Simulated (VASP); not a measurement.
Here is a VASP 6.6.1 calculation.

File INCAR:

```
  PREC = Accurate
  ENCUT = 520
  EDIFF = 1E-7
  ISMEAR = 0
  SIGMA = 0.1
  LREAL = F
  LASPH = T
  NELM = 60
  ALGO = Normal
  ISIF = 2
  LWAVE = F
  LCHARG = T
  GGA = PE
  LELF = T
  LVHAR = T
  NBANDS = 22
```

KPOINTS

```
Automatic mesh
0
Gamma
  6 6 6
```

POSCAR

```
GeOs2
1.0
    4.3323733385      0.0000000000      0.0000000000
   -2.1661866693      3.7519453698      0.0000000000
    0.0000000000      0.0000000000      2.8773486949
Ge Os
1 2
Direct
    0.0000000000      0.0000000000      0.0000000000
    0.3333333333      0.6666666667      0.5000000000
    0.6666666667      0.3333333333      0.5000000000
```

Potentials or basis: VASP PAW PBE potentials, release 64 (Ge_d, Os).

The run is started by

```bash
$ cat potpaw_PBE.64/Ge_d/POTCAR potpaw_PBE.64/Os/POTCAR > POTCAR
$ mpirun -np 1 vasp_std > vasp.out
```

Task: Predict the band gap on the k mesh.

Result: Zero (bands 15 and 16 overlap by 1.56 eV).

Task: Estimate the pressure.

Result: -0.1 GPa.

Stress tensor (GPa, compression positive):
```
-0.28  0.00  0.00
 0.00 -0.28  0.00
 0.00  0.00  0.19
```

Caveat: the k points lie up to 0.36 Å⁻¹ apart, too coarse for converged energies and pressures of a metal; spin-orbit coupling is left out, which moves the levels of the heavy elements.
